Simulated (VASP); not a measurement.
A run of VASP 6.6.1 is set up as follows.

INCAR

```
ALGO = Normal
EDIFF = 1E-6
ENCUT = 520
GGA = PE
ISIF = 2
ISMEAR = 0
LASPH = True
LCHARG = False
LREAL = False
LWAVE = False
NBANDS = 26
NELM = 60
PREC = Accurate
SIGMA = 0.05
```

The input KPOINTS:

```
k-points
0
Gamma
  10 10 6
```

Contents of POSCAR:

```
CdS
1.0
    4.1688610388      0.0000000000      0.0000000000
   -2.0844305194      3.6103395644      0.0000000000
    0.0000000000      0.0000000000      6.7820514899
Cd S
2 2
Direct
    0.3333333333      0.6666666667      0.0041671622
    0.6666666667      0.3333333333      0.5041671622
    0.3333333333      0.6666666667      0.3808328378
    0.6666666667      0.3333333333      0.8808328378
```

Potentials or basis: VASP PAW PBE potentials, release 64 (Cd, S).

Command:

```bash
$ cat potpaw_PBE.64/Cd/POTCAR potpaw_PBE.64/S/POTCAR > POTCAR
$ mpirun -np 1 vasp_std > vasp.out
```

What does it give for the band gap on the k mesh?

1.16 eV, direct.

What does it give for the pressure?

1.4 GPa.

Forces on the atoms (eV/Å):
```
Cd   0.000  0.000  0.003
Cd   0.000  0.000  0.003
S    0.000  0.000 -0.003
S    0.000  0.000 -0.003
```
